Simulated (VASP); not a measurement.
# B (Ia-3d) in VASP: further runs

B is run at these levels: PBE; tasks: single point, relaxation of cell and atoms.

All numbers are computed with VASP 6.6.1; they aren't measurements. Logs are shortened: lines on timing, memory, paths and dates and some standing lists are left out, and cuts for length are marked.

### Step 1. The cell of the first run

It takes space group Ia-3d (No. 230, cubic). The conventional cell has a = 4.991 Å, b = 4.991 Å, c = 4.991 Å, α = 90.00°, β = 90.00°, γ = 90.00°. Within 2.3 Å of B (site symmetry 32) lie 5 B at 1.76 to 2.16 Å.

### Step 2. Single point, PBE

INCAR reads:

```
PREC     = Accurate       # precision mode
ENCUT    = 520            # plane-wave cutoff, eV
EDIFF    = 1E-6           # SCF threshold, eV
ISMEAR   = 0              # smearing method
SIGMA    = 0.1            # smearing width, eV
LREAL    = False          # projectors in reciprocal space
LASPH    = True           # aspherical terms in the spheres
NELM     = 100            # most SCF steps
ALGO     = Normal         # electronic algorithm
ISIF     = 2              # what is computed and relaxed
LWAVE    = False          # write WAVECAR
LCHARG   = True           # write CHGCAR
GGA      = PE             # functional
LELF     = True           # ELF
LVHAR    = True         
NBANDS   = 22             # bands
```

KPOINTS reads:

```
regular mesh
0
Gamma
  10 10 10
```

POSCAR reads:

```
B
1.0
   -2.4956585323      2.4956585323      2.4956585323
    2.4956585323     -2.4956585323      2.4956585323
    2.4956585323      2.4956585323     -2.4956585323
B
8
Direct
    0.2500000000      0.2500000000      0.2500000000
    0.5000000000      0.0000000000      0.2500000000
    0.0000000000      0.2500000000      0.5000000000
    0.2500000000      0.5000000000      0.0000000000
    0.7500000000      0.7500000000      0.7500000000
    0.5000000000      0.0000000000      0.7500000000
    0.0000000000      0.7500000000      0.5000000000
    0.7500000000      0.5000000000      0.0000000000
```

Potentials or basis: VASP PAW PBE potentials, release 64 (B).

On the command line:

```
cat potpaw_PBE.64/B/POTCAR > POTCAR
mpirun -np 1 vasp_std > vasp.out
```

OUTCAR:

```text
PREC = Accurate
   ENCUT = 520
   EDIFF = 1E-6
   ISMEAR = 0
   LREAL = False
   LASPH = True
   NELM = 100
   ISIF = 2
   GGA = PE

 ion  position               nearest neighbor table
   1  0.250  0.250  0.250-   2 1.76   3 1.76   4 1.76   5 2.16   5 2.16
   2  0.500  0.000  0.250-   1 1.76   3 1.76   4 1.76   6 2.16   6 2.16
   3  0.000  0.250  0.500-   1 1.76   4 1.76   2 1.76   7 2.16   7 2.16
   4  0.250  0.500  0.000-   1 1.76   2 1.76   3 1.76   8 2.16   8 2.16
   5  0.750  0.750  0.750-   6 1.76   7 1.76   8 1.76   1 2.16   1 2.16
   6  0.500  0.000  0.750-   5 1.76   8 1.76   7 1.76   2 2.16   2 2.16
   7  0.000  0.750  0.500-   5 1.76   6 1.76   8 1.76   3 2.16   3 2.16
   8  0.750  0.500  0.000-   5 1.76   7 1.76   6 1.76   4 2.16   4 2.16

  LATTYP: Found a body centered cubic cell.
 ALAT       =     4.9913170646

  Lattice vectors:

 A1 = (  -2.4956585323,   2.4956585323,   2.4956585323)
 A2 = (   2.4956585323,  -2.4956585323,   2.4956585323)
 A3 = (   2.4956585323,   2.4956585323,  -2.4956585323)

Analysis of symmetry for initial positions (statically):
=====================================================================
 Subroutine PRICEL returns:
 Original cell was already a primitive cell.

 Routine SETGRP: Setting up the symmetry group for a
 body centered cubic supercell.

 Subroutine GETGRP returns: Found 48 space group operations
 (whereof  6 operations were pure point group operations)
 out of a pool of 48 trial point group operations.

The static configuration has the point symmetry S_6 .
 The point group associated with its full space group is O_h .

Analysis of symmetry for dynamics (positions and initial velocities):
=====================================================================
 Subroutine PRICEL returns:
 Original cell was already a primitive cell.

 Routine SETGRP: Setting up the symmetry group for a
 body centered cubic supercell.

 Subroutine GETGRP returns: Found 48 space group operations
 (whereof  6 operations were pure point group operations)
 out of a pool of 48 trial point group operations.

The dynamic configuration has the point symmetry S_6 .
 The point group associated with its full space group is O_h .

 Subroutine INISYM returns: Found 48 space group operations
 (whereof  6 operations are pure point group operations),
 and found     1 'primitive' translations

----------------------------------------------------------------------------------------

                                     Primitive cell

  volume of cell :      62.1750

  direct lattice vectors                    reciprocal lattice vectors
    -2.495658532  2.495658532  2.495658532     0.000000000  0.200347922  0.200347922
     2.495658532 -2.495658532  2.495658532     0.200347922  0.000000000  0.200347922
     2.495658532  2.495658532 -2.495658532     0.200347922  0.200347922  0.000000000

  length of vectors
     4.322607376  4.322607376  4.322607376     0.283334748  0.283334748  0.283334748

  position of ions in fractional coordinates (direct lattice)
     0.250000000  0.250000000  0.250000000
     0.500000000  0.000000000  0.250000000
     0.000000000  0.250000000  0.500000000
     0.250000000  0.500000000  0.000000000
     0.750000000  0.750000000  0.750000000
     0.500000000  0.000000000  0.750000000
     0.000000000  0.750000000  0.500000000
     0.750000000  0.500000000  0.000000000

  ion indices of the primitive-cell ions
   primitive index   ion index
                 1           1
                 2           2
                 3           3
                 4           4
                 5           5
                 6           6
                 7           7
                 8           8

----------------------------------------------------------------------------------------

 KPOINTS: regular mesh

Automatic generation of k-mesh.
 Grid dimensions read from file:
 generate k-points for:   10   10   10

 Generating k-lattice:

  Cartesian coordinates                     Fractional coordinates (reciprocal lattice)
     0.000000000  0.020034792  0.020034792     0.100000000  0.000000000  0.000000000
     0.020034792  0.000000000  0.020034792     0.000000000  0.100000000  0.000000000
     0.020034792  0.020034792  0.000000000     0.000000000  0.000000000  0.100000000

  Length of vectors
     0.028333475  0.028333475  0.028333475

  Shift w.r.t. Gamma in fractional coordinates (k-lattice)
     0.000000000  0.000000000  0.000000000

 Subroutine IBZKPT returns following result:
 ===========================================

 Found     47 irreducible k-points:

 Following reciprocal coordinates:
            Coordinates               Weight
  0.000000  0.000000  0.000000      1.000000
  0.100000  0.000000  0.000000     12.000000
  0.200000  0.000000  0.000000     12.000000
  0.300000  0.000000  0.000000     12.000000
  0.400000  0.000000  0.000000     12.000000
  0.500000  0.000000  0.000000      6.000000
[... 16 lines left out ...]
  0.300000  0.300000  0.100000      8.000000
 -0.300000  0.300000  0.100000     24.000000
 [... further k-points ...]
   k-points           NKPTS =     47   k-points in BZ     NKDIM =     47   number of bands    NBANDS=     22
   number of dos      NEDOS =    301   number of ions     NIONS =      8
   total plane-waves  NPLWV =  32768
   dimension x,y,z NGX =    32 NGY =   32 NGZ =   32
   dimension x,y,z NGXF=    64 NGYF=   64 NGZF=   64
   ions per type =               8
   NGX,Y,Z   is equivalent  to a cutoff of  12.31, 12.31, 12.31 a.u.
   NGXF,Y,Z  is equivalent  to a cutoff of  24.61, 24.61, 24.61 a.u.
 SYSTEM =  unknown system
   PREC   = accura    normal or accurate (medium, high low for compatibility)
   ISTART =      0    job   : 0-new  1-cont  2-samecut
   ICHARG =      2    charge: 1-file 2-atom 10-const
   ISPIN  =      1    spin polarized calculation?
   LNONCOLLINEAR =      F non collinear calculations
   LSORBIT =      F    spin-orbit coupling
   LASPH  =      T    aspherical Exc in radial PAW
   ENCUT  =  520.0 eV  38.22 Ry    6.18 a.u.   8.04  8.04  8.04*2*pi/ulx,y,z
   NELM   =    100;   NELMIN=  2; NELMDL= -5     # of ELM steps
   EDIFF  = 0.1E-05   stopping-criterion for ELM
   LREAL  =      F    real-space projection
   EDIFFG = 0.1E-04   stopping-criterion for IOM
   NSW    =      0    number of steps for IOM
   IBRION =     -1    ionic relax: 0-MD 1-quasi-New 2-CG
   NFREE  =      0    steps in history (QN), initial steepest desc. (CG)
   ISIF   =      2    stress and relaxation
   ISYM   =      2    0-nonsym 1-usesym 2-fastsym
   POTIM  = 0.5000    time-step for ionic-motion
   TEBEG  =    0.0;   TEEND  =   0.0 temperature during run
   PSTRESS=    0.0 pullay stress
   NELECT =      24.0000    total number of electrons
   NUPDOWN=      -1.0000    fix difference up-down
   EMIN   =  10.00;   EMAX   =-10.00  energy-range for DOS
   EFERMI =   0.00;   METHOD = LEGACY
   ISMEAR =     0;   SIGMA  =   0.10  broadening in eV -4-tet -1-fermi 0-gaus
   EFERMI_NEDOS =   21; number of points for ismear=-14 and -15
   IALGO  =     38    algorithm
   IMIX   =      4    mixing-type and parameters
     AMIX     =   0.40;   BMIX     =  1.00
     AMIX_MAG =   1.60;   BMIX_MAG =  1.00
  volume/ion in A,a.u.               =       7.77        52.45
  Fermi-wavevector in a.u.,A,eV,Ry     =   1.191992  2.252539 19.331776  1.420845
  Thomas-Fermi vector in A             =   2.328041
   LORBIT       =      0    0 simple, 1 ext, 2 COOP (PROOUT), +10 PAW based schemes
   GGA     = PE    functional components
   LHFCALC =     F    Hartree Fock is set to
   AEXX    =    0.0000 exact exchange contribution
   IVDW    =     0    specifies the selected vdW correction
   LEPSILON=     F    determine dielectric tensor
   LRPA    =     F    only Hartree local field effects (RPA)
 non-spin polarized calculation
 Gauss-broadening in eV      SIGMA  =   0.10
  energy-cutoff  :      520.00
  volume of cell :       62.17
 maximum number of plane-waves:      1721
   NGX = 17   NGY = 17   NGZ = 17

 number of electron      24.0000001 magnetization

 Free energy of the ion-electron system (eV)
  ---------------------------------------------------
  ext. energy  EPLUGINS =         0.00000000
  ---------------------------------------------------
  free energy    TOTEN  =       -44.25902423 eV

  energy without entropy =      -44.24165802  energy(sigma->0) =      -44.25034112

 E-fermi :   5.1022     XC(G=0): -11.6493

 val. band max:        5.1003444520   @ k =   0.1000   0.1000   0.1000
 cond. band min:       5.1116595862   @ k =   0.1000   0.1000   0.0000
 fundamental gap:      0.0113151342
 Fermi energy:         5.1022211617

 k-point     1 :       0.0000    0.0000    0.0000
  band No.  band energies     occupation
      1      -8.7872      2.00000
      2       0.4856      2.00000
      3       0.4856      2.00000
      4       0.4856      2.00000
      5       0.5084      2.00000
      6       0.5084      2.00000
[... 14 lines left out ...]
     21      16.4566      0.00000
     22      16.4601      0.00000

 k-point     2 :       0.1000    0.0000    0.0000
  band No.  band energies     occupation
      1      -8.6893      2.00000
      2      -1.0443      2.00000
      3      -0.2120      2.00000
      4      -0.1886      2.00000
      5      -0.0662      2.00000
      6      -0.0574      2.00000
[... 14 lines left out ...]
     21      16.6067      0.00000
     22      16.7531      0.00000

 k-point     3 :       0.2000    0.0000    0.0000
  band No.  band energies     occupation
      1      -8.3956      2.00000
      2      -2.6159      2.00000
      3      -0.8610      2.00000
      4      -0.7569      2.00000
      5      -0.7566      2.00000
      6      -0.6743      2.00000
[... 14 lines left out ...]
     21      16.5631      0.00000
     22      16.7972      0.00000
[... 476 lines left out ...]
 k-point    23 :       0.3000    0.3000    0.1000
  band No.  band energies     occupation
      1      -5.4877      2.00000
      2      -5.4754      2.00000
      3      -5.4754      2.00000
      4      -3.5667      2.00000
      5       1.7209      2.00000
      6       1.7209      2.00000
[... 14 lines left out ...]
     21      14.0784      0.00000
     22      14.9068      0.00000

 k-point    24 :      -0.3000    0.3000    0.1000
  band No.  band energies     occupation
      1      -7.8092      2.00000
      2      -3.9426      2.00000
      3      -2.0631      2.00000
      4      -2.0533      2.00000
      5      -0.2360      2.00000
      6      -0.2219      2.00000
[... 14 lines left out ...]
     21      15.3300      0.00000
     22      15.8678      0.00000

 [... further k-points ...]
[... 5 lines left out ...]
  --------------------------------------------------------------------------------------
  -------------------------------------------------------------------------------------
  Total       -0.0050283     -0.0050283     -0.0050283      0.0000000      0.0000000     -0.0000000
  in kB       -0.1295742     -0.1295742     -0.1295742      0.0000000      0.0000000     -0.0000000
  external PRESSURE =      -0.1295742 kB  Pullay stress =       0.0000000 kB

 VOLUME and BASIS-vectors are now :
 -----------------------------------------------------------------------------
  energy-cutoff  :      520.00
  volume of cell :       62.17
      direct lattice vectors                 reciprocal lattice vectors
    -2.495658532  2.495658532  2.495658532     0.000000000  0.200347922  0.200347922
     2.495658532 -2.495658532  2.495658532     0.200347922  0.000000000  0.200347922
     2.495658532  2.495658532 -2.495658532     0.200347922  0.200347922  0.000000000

 POSITION                                       TOTAL-FORCE (eV/Angst)
 -----------------------------------------------------------------------------------
      0.62391      0.62391      0.62391         0.000000      0.000000     -0.000000
     -0.62391      1.87174      0.62391         0.000000      0.000000     -0.000000
      1.87174      0.62391     -0.62391        -0.000000     -0.000000      0.000000
      0.62391     -0.62391      1.87174        -0.000000      0.000000      0.000000
      1.87174      1.87174      1.87174         0.000000     -0.000000      0.000000
      0.62391      3.11957     -0.62391        -0.000000      0.000000      0.000000
      3.11957     -0.62391      0.62391         0.000000      0.000000      0.000000
     -0.62391      0.62391      3.11957         0.000000     -0.000000     -0.000000
 -----------------------------------------------------------------------------------
    total drift:                               -0.000000      0.000000      0.000000

  FREE ENERGIE OF THE ION-ELECTRON SYSTEM (eV)
  ---------------------------------------------------
  free  energy   TOTEN  =       -44.2590242290 eV

  energy  without entropy=      -44.2416580207  energy(sigma->0) =      -44.25034112
```

It took 16 s on 1 thread of Intel Xeon 6975P-C (Granite Rapids), shared host; peak memory 0.18 GiB.

Results:

| Property | Result |
| --- | --- |
| Free energy | -44.2590 eV |
| Pressure | 0.0 GPa |
| Band gap on the k mesh | zero (band 12 reaches 5.84 eV, above the bottom of band 13 at 1.25 eV) |

Levels at points of the mesh, in eV from the Fermi level:
```tsv
k point	band 10	band 11	band 12	band 13	band 14	band 15
(0.00, 0.00, 0.00)	-4.50	-3.85	-3.85	-3.85	0.74	0.74
(0.50, 0.00, 0.00)	-2.17	-0.26	-0.26	0.86	0.86	3.49
(0.50, 0.50, 0.50)	-0.88	-0.88	-0.88	0.72	0.72	6.64
```

[end of part 1 of 2]
